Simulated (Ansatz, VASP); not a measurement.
**One calculation of Lu, two programs**

```
Lu
1.0
     3.57874    0.00000    0.00000
    -1.78937    3.09928    0.00000
     0.00000    0.00000    5.67578
Lu
2
Cartesian
  0.0000 2.0662 1.4189
  1.7894 1.0331 4.2568
```

Change from the starting cell: volume scaled by 1.06, crystal datasets.

Alike in both runs: task electric field gradients; functional PBEsol; k mesh 13 × 13 × 8; occupations fermi-dirac, width 0.03 eV; no spin polarisation.

```csv
,VASP,Ansatz
version,VASP 6.6.1,Ansatz 0.2.0
potentials or method,"VASP PAW PBE potentials, release 64 (Lu), cutoff 520 eV","all-electron PAW with datasets made for the crystal, scalar-relativistic"
```

Ansatz gave:

* pressure (GPa): -5.4
* traceless stress, the component that is largest in VASP (GPa): -0.63
* size of Vzz on the site where it differs most (V/Å²): 37.9

Problem. Estimate VASP's values.

Solution. Pressure (GPa): -5.3; traceless stress, the component that is largest in VASP (GPa): -0.64; size of Vzz on the site where it differs most (V/Å²): 44.1.

VASP's potentials were made for PBE, not for PBEsol. Ansatz ran all-electron here, and VASP with PAW potentials.

Spin-orbit coupling is off throughout.
